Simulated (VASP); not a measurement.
BaTiO3:

```xyz
5
Lattice="3.9998 0.0000 0.0000 0.0000 3.9998 0.0000 0.0000 0.0000 4.0180" Properties=species:S:1:pos:R:3 pbc="T T T"
Ba    0.0000    0.0000    0.0000
Ti    1.9999    1.9999    1.9688
O     1.9999    1.9999    0.0763
O     1.9999    0.0000    2.0773
O     0.0000    1.9999    2.0773
```

Program: VASP 6.6.1. Alike in all runs: task single point; level PBE+U; potentials or basis VASP PAW PBE potentials, release 64 (Ba_sv, Ti_sv, O); no spin polarisation; cell as given; k mesh 4 × 4 × 4; cutoff (eV) 520; smearing gaussian 0.01 eV.

Problem. Order these runs on this cell by their pressure, lowest first.
A. U Ti d U = 7.0 eV
B. U Ti d U = 3.0 eV
C. U Ti d U = 5.0 eV
D. U Ti d U = 1.0 eV

Solution. D (5.0 GPa), B (6.6 GPa), C (8.3 GPa), A (10.0 GPa).

Caveats: the cell stands under pressure.
